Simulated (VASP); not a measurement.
# Sb (P6_3/mmc) in VASP: further runs, part 2 of 2

VASP 6.6.1.

### 3 Single point, revPBE (volume scaled by 0.92)

INCAR

```
SYSTEM = Sb
ALGO = Normal ; EDIFF = 1E-7
ENCUT = 520 ; GGA = RE
ISIF = 2 ; ISMEAR = -1
LASPH = .TRUE. ; LCHARG = .TRUE.
LELF = .TRUE. ; LREAL = .FALSE.
LVHAR = .TRUE. ; LWAVE = .FALSE.
NBANDS = 12 ; NELM = 100
PREC = Accurate ; SIGMA = 0.1
```

KPOINTS

```
k-points
0
G
  12 12 7
  0 0 0
```

POSCAR

```
Sb
1.0
    3.2931264245      0.0000000000      0.0000000000
   -1.6465632123      2.8519311415      0.0000000000
    0.0000000000      0.0000000000      5.4554160469
Sb
2
Direct
    0.3333333333      0.6666666667      0.2500000000
    0.6666666667      0.3333333333      0.7500000000
```

Potentials or basis: VASP PAW PBE potentials, release 64 (Sb).

Run with:

```console
> cat potpaw_PBE.64/Sb/POTCAR > POTCAR
> mpirun -np 1 vasp_std > vasp.out
```

OUTCAR:

```text
SYSTEM = Sb
   EDIFF = 1E-7
   ENCUT = 520
   GGA = RE
   ISIF = 2
   ISMEAR = -1
   LASPH = .TRUE.
   LREAL = .FALSE.
   NELM = 100
   PREC = Accurate

 ion  position               nearest neighbor table
   1  0.333  0.667  0.250-   2 3.32   2 3.32   2 3.32   2 3.32   2 3.32   2 3.32
   2  0.667  0.333  0.750-   1 3.32   1 3.32   1 3.32   1 3.32   1 3.32   1 3.32

  LATTYP: Found a hexagonal cell.
 ALAT       =     3.2931264245
 C/A-ratio  =     1.6566069272

  Lattice vectors:

 A1 = (   3.2931264245,   0.0000000000,   0.0000000000)
 A2 = (  -1.6465632123,   2.8519311415,   0.0000000000)
 A3 = (   0.0000000000,   0.0000000000,   5.4554160469)

Analysis of symmetry for initial positions (statically):
=====================================================================
 Subroutine PRICEL returns:
 Original cell was already a primitive cell.

 Routine SETGRP: Setting up the symmetry group for a
 hexagonal supercell.

 Subroutine GETGRP returns: Found 24 space group operations
 (whereof 12 operations were pure point group operations)
 out of a pool of 24 trial point group operations.

The static configuration has the point symmetry D_3d.
[... 167 lines left out ...]
 Fermi energy:         9.2898881361

 k-point     1 :       0.0000    0.0000    0.0000
  band No.  band energies     occupation
      1      -4.0555      2.00000
      2      -0.1462      2.00000
      3       3.0872      2.00000
      4      13.2655      0.00000
      5      13.2655      0.00000
      6      14.8391      0.00000
      7      14.9409      0.00000
      8      14.9409      0.00000
      9      17.3635      0.00000
     10      18.2653      0.00000
     11      19.4584      0.00000
     12      19.4584      0.00000
[... 331 lines left out ...]
 k-point    24 :       0.3333    0.0000    0.1429
  band No.  band energies     occupation
      1      -1.9162      2.00000
      2       1.1076      2.00000
      3       5.1061      2.00000
      4       6.2229      2.00000
      5       8.2424      1.99994
      6      10.4373      0.00002
      7      11.8474      0.00000
      8      13.3670      0.00000
      9      14.4422      0.00000
     10      16.4895      0.00000
     11      17.8354      0.00000
     12      19.3461      0.00000

 [... further k-points ...]
[... 5 lines left out ...]
  --------------------------------------------------------------------------------------
  -------------------------------------------------------------------------------------
  Total        1.9510478      1.9510478      1.5173871     -0.0000000      0.0000000      0.0000000
  in kB       61.0103023     61.0103023     47.4495009     -0.0000000      0.0000000      0.0000000
  external PRESSURE =      56.4900352 kB  Pullay stress =       0.0000000 kB

 VOLUME and BASIS-vectors are now :
 -----------------------------------------------------------------------------
  energy-cutoff  :      520.00
  volume of cell :       51.24
      direct lattice vectors                 reciprocal lattice vectors
     3.293126425  0.000000000  0.000000000     0.303662803  0.175319801  0.000000000
    -1.646563212  2.851931142  0.000000000     0.000000000  0.350639602  0.000000000
     0.000000000  0.000000000  5.455416047     0.000000000  0.000000000  0.183304076

 POSITION                                       TOTAL-FORCE (eV/Angst)
 -----------------------------------------------------------------------------------
     -0.00000      1.90129      1.36385         0.000000      0.000000      0.000000
      1.64656      0.95064      4.09156        -0.000000     -0.000000      0.000000
 -----------------------------------------------------------------------------------
    total drift:                               -0.000000      0.000000     -0.000000

  FREE ENERGIE OF THE ION-ELECTRON SYSTEM (eV)
  ---------------------------------------------------
  free  energy   TOTEN  =        -7.0119195250 eV

  energy  without entropy=       -6.9671222913  energy(sigma->0) =       -6.98952091
```

OSZICAR:

```text
N       E                     dE             d eps       ncg     rms          rms(c)
DAV:   1     0.335265215179E+02    0.33527E+02   -0.35451E+03  1824   0.662E+02
DAV:   2    -0.541457753159E+01   -0.38941E+02   -0.37825E+02  2404   0.107E+02
DAV:   3    -0.700818039969E+01   -0.15936E+01   -0.15801E+01  2332   0.243E+01
DAV:   4    -0.701978264872E+01   -0.11602E-01   -0.11600E-01  2096   0.253E+00
DAV:   5    -0.701990620974E+01   -0.12356E-03   -0.12356E-03  2172   0.282E-01    0.273E+00
DAV:   6    -0.701468115987E+01    0.52250E-02   -0.30971E-03  2060   0.312E-01    0.157E+00
DAV:   7    -0.701187630356E+01    0.28049E-02   -0.65184E-03  1960   0.453E-01    0.515E-02
DAV:   8    -0.701191849451E+01   -0.42191E-04   -0.13952E-04  2244   0.839E-02    0.141E-02
DAV:   9    -0.701192044679E+01   -0.19523E-05   -0.44039E-06  2060   0.151E-02    0.289E-03
DAV:  10    -0.701192005221E+01    0.39458E-06   -0.20350E-07  2076   0.278E-03    0.212E-03
DAV:  11    -0.701191950119E+01    0.55103E-06   -0.15507E-08  1164   0.869E-04    0.167E-04
DAV:  12    -0.701191952499E+01   -0.23804E-07   -0.16994E-09  1080   0.305E-04
   1 F= -.70119195E+01 E0= -.69895209E+01  d E =-.447972E-01
```

It took 24 s on 1 thread of AMD EPYC 9R14 (Zen 4), shared host; peak memory 0.15 GiB.

What came out:

- Free energy: -7.0119 eV
- Pressure: 5.6 GPa
- Band gap on the k mesh: zero (band 5 reaches 13.91 eV, above the bottom of band 6 at 6.17 eV)

Stress tensor (GPa, compression positive):
```
6.10 0.00 0.00
0.00 6.10 0.00
0.00 0.00 4.74
```

Levels at points of the mesh, in eV from the Fermi level:
```csv
k point,band 2,band 3,band 4,band 5,band 6,band 7,band 8,band 9
"(0.00, 0.00, 0.00)",-9.44,-6.20,3.98,3.98,5.55,5.65,5.65,8.07
"(0.50, 0.00, 0.00)",-8.16,-4.53,-3.34,-2.42,-0.25,0.49,3.87,4.49
```

Caveat: the PAW data sets were made with another functional, which shifts forces and pressure a little; spin-orbit coupling is left out, which moves the levels of the heavy elements.

### 4 Single point, revPBE (volume scaled by 0.96)

INCAR

```
ALGO     = Normal         # electronic algorithm
EDIFF    = 1E-6           # SCF threshold, eV
ENCUT    = 520            # plane-wave cutoff, eV
GGA      = RE             # functional
ISIF     = 2              # what is computed and relaxed
ISMEAR   = -1             # smearing method
LASPH    = True           # aspherical terms in the spheres
LCHARG   = False          # write CHGCAR
LREAL    = False          # projectors in reciprocal space
LWAVE    = False          # write WAVECAR
NBANDS   = 12             # bands
NELM     = 80             # most SCF steps
PREC     = Accurate       # precision mode
SIGMA    = 0.1            # smearing width, eV
```

KPOINTS

```
k-points
0
Gamma
  12 12 7
```

POSCAR

```
Sb
1.0
    3.3401774446      0.0000000000      0.0000000000
   -1.6700887223      2.8926785201      0.0000000000
    0.0000000000      0.0000000000      5.5333610927
Sb
2
Direct
    0.3333333333      0.6666666667      0.2500000000
    0.6666666667      0.3333333333      0.7500000000
```

Run with:

```console
> cat potpaw_PBE.64/Sb/POTCAR > POTCAR
> mpirun -np 1 vasp_std > vasp.out
```

Wall time 25 s (1 thread of AMD EPYC 9R14 (Zen 4), shared host); peak memory 0.16 GiB.

Results (log left out):

```yaml
Free_energy: -7.0680 eV
Pressure: 2.5 GPa
Band_gap_on_the_k_mesh: zero (band 5 reaches 13.09 eV, above the bottom of band 6 at 5.76 eV)
```

Stress tensor (GPa, compression positive):
```
2.78 0.00 0.00
0.00 2.78 0.00
0.00 0.00 2.03
```

Levels at points of the mesh, in eV from the Fermi level:
| k point | band 2 | band 3 | band 4 | band 5 | band 6 | band 7 | band 8 | band 9 |
| --- | --- | --- | --- | --- | --- | --- | --- | --- |
| (0.00, 0.00, 0.00) | -9.32 | -5.91 | 3.77 | 3.77 | 5.24 | 5.35 | 5.35 | 7.87 |
| (0.50, 0.00, 0.00) | -8.06 | -4.44 | -3.22 | -2.29 | -0.17 | 0.48 | 3.66 | 4.49 |

Caveat: the PAW data sets were made with another functional, which shifts forces and pressure a little; spin-orbit coupling is left out, which moves the levels of the heavy elements.

### 5 Overview

| cell | gap on the mesh (eV) | pressure (GPa) |
| --- | --- | --- |
| a = 3.245, b = 3.245, c = 5.375 Å, angles 90.0, 90.0, 120.0°, 2 atoms | none | 9.6 |
| a = 3.293, b = 3.293, c = 5.455 Å, angles 90.0, 90.0, 120.0°, 2 atoms | none | 5.6 |
| a = 3.340, b = 3.340, c = 5.533 Å, angles 90.0, 90.0, 120.0°, 2 atoms | none | 2.5 |

Alike in all rows: task single point; level revPBE; potentials or basis VASP PAW PBE potentials, release 64 (Sb); no spin polarisation; k mesh 12 × 12 × 7; cutoff (eV) 520; smearing fermi-dirac 0.1 eV.

Caveats: the PAW data sets were made with another functional, which shifts forces and pressure a little; spin-orbit coupling is left out, which moves the levels of the heavy elements.

Total energies depend on the potentials used, so only differences within one code and one set of settings carry meaning.
